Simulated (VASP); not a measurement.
Write the native input for VASP 6.6.1 that does the following.

| Quantity | Value |
| --- | --- |
| Task | single point |
| Functional | PBE |
| Dispersion | D3(BJ) |
| Potentials or basis | VASP PAW PBE potentials, release 64 (Mg, O) |
| Cutoff | 600 eV |
| k mesh | 8 × 8 × 8 |
| Occupations | gaussian, width 0.01 eV |
| Spin | no spin polarisation |
| Dipole correction | no |
| Further INCAR settings | ALGO = Normal; EDIFF = 1e-06; NBANDS = 11 |

The structure of MgO (Periclase) lies in POSCAR:

```
MgO
1.0
    0.0000000000      2.1362466030      2.1362466030
    2.1362466030      0.0000000000      2.1362466030
    2.1362466030      2.1362466030      0.0000000000
Mg O
1 1
Direct
    0.0000000000      0.0000000000      0.0000000000
    0.5000000000      0.5000000000      0.5000000000
```

One way to write it, as run:

INCAR

```
SYSTEM = MgO
PREC     = Accurate       ! precision mode
ENCUT    = 600            ! plane-wave cutoff, eV
EDIFF    = 1E-6           ! SCF threshold, eV
ISMEAR   = 0              ! smearing method
SIGMA    = 0.01           ! smearing width, eV
LREAL    = .False.        ! projectors in reciprocal space
LASPH    = .True.         ! aspherical terms in the spheres
NELM     = 120            ! most SCF steps
ALGO     = Normal         ! electronic algorithm
ISIF     = 2              ! what is computed and relaxed
LWAVE    = .False.        ! write WAVECAR
LCHARG   = .False.        ! write CHGCAR
GGA      = PE             ! functional
IVDW     = 12             ! dispersion correction
NBANDS   = 11             ! bands
GGA_COMPAT= .False.
```

KPOINTS

```
regular mesh
0
Gamma
  8 8 8
  0 0 0
```

Potentials or basis: VASP PAW PBE potentials, release 64 (Mg, O).

Run with:

```bash
$ cat potpaw_PBE.64/Mg/POTCAR potpaw_PBE.64/O/POTCAR > POTCAR
$ mpirun -np 1 vasp_std > vasp.out
```

Results of the run:

* Pressure: -7.7 GPa
* Band gap on the k mesh: 4.32 eV, direct
* Dispersion energy per atom: -0.281 eV

Caveat: three body term missing.

Run time: 17 s on 1 thread of AMD EPYC 7R13 (shared host), peak memory 0.12 GiB.
